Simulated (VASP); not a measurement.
**Pt: single point with PBE**

Pt:

```xyz
1
Lattice="-1.5842 1.5842 1.5842 1.5842 -1.5842 1.5842 1.5842 1.5842 -1.5842" Properties=species:S:1:pos:R:3 pbc="T T T"
Pt    0.0000    0.0000    0.0000
```

```yaml
Program: VASP 6.6.1
Task: single point
Functional: PBE
Potentials_or_basis: VASP PAW PBE potentials, release 64 (Pt)
Cutoff: 520 eV
k_mesh: 12 × 12 × 12
Occupations: gaussian, width 0.015 eV
Spin: no spin polarisation
Dipole_correction: no
Further_INCAR_settings: ALGO = Normal; EDIFF = 1e-07; NBANDS = 11
```

| Property | Result |
| --- | --- |
| Pressure | -1.9 GPa |
| Band gap on the k mesh | zero (band 5 reaches 11.08 eV, above the bottom of band 6 at 8.94 eV) |

Levels at points of the mesh, in eV from the Fermi level:
| k point | band 3 | band 4 | band 5 | band 6 | band 7 | band 8 |
| --- | --- | --- | --- | --- | --- | --- |
| (0.00, 0.00, 0.00) | -3.32 | -3.32 | -0.86 | -0.86 | 17.22 | 17.22 |
| (0.50, 0.00, 0.00) | -1.04 | -0.55 | 0.41 | 1.15 | 6.36 | 13.39 |
| (0.50, 0.50, 0.50) | 0.64 | 0.64 | 0.64 | 7.78 | 7.78 | 7.78 |

Wall time 8.1 s on 1 thread of AMD EPYC 7R13 Processor (Zen 3), on a shared host, peak memory 0.1 GiB.

Caveat: spin-orbit coupling is left out, which moves the levels of the heavy elements.
